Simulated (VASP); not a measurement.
Crystal: PtS2.

```
CELL_PARAMETERS angstrom
3.87376 0.00000 0.00000
-1.93688 3.35478 0.00000
0.00000 0.00000 6.42425
ATOMIC_POSITIONS crystal
Pt 0.00000 0.00000 0.00000
S 0.33333 0.66667 0.18895
S 0.66667 0.33333 0.81105
```

* Program: VASP 6.6.1
* Task: relaxation of the atoms
* Functional: PBE
* Potentials or basis: VASP PAW PBE potentials, release 64 (Pt, S)
* Cutoff: 520 eV
* k mesh: 12 × 12 × 6
* Occupations: gaussian, width 0.05 eV
* Spin: no spin polarisation

At the start: pressure -12.0 GPa; volume 27.83 Å³/atom.

Task: How do energy, volume and symmetry change on relaxing?

Result: Over 4 steps the energy falls by 63.1 meV/atom; space group P-3m1 (No. 164, to 0.1 Å) before and after.

The path:
| step | energy change (eV) | largest force (eV/Å) | pressure (GPa) |
| --- | --- | --- | --- |
| 1 | 0.0000 | 1.2536 | -12.04 |
| 2 | -0.1222 | 0.7605 | -10.27 |
| 3 | -0.1894 | 0.0169 | -7.40 |
| 4 | -0.1894 | 0.0092 | -7.27 |

Final structure:
```
CELL_PARAMETERS angstrom
3.87376 0.00000 0.00000
-1.93688 3.35478 0.00000
0.00000 0.00000 6.42425
ATOMIC_POSITIONS crystal
Pt 0.00000 0.00000 0.00000
S 0.33333 0.66667 0.16572
S 0.66667 0.33333 0.83428
```

Caveat: this functional lacks dispersion, which binds the layers, so the pressure and a relaxed spacing across them are unreliable.
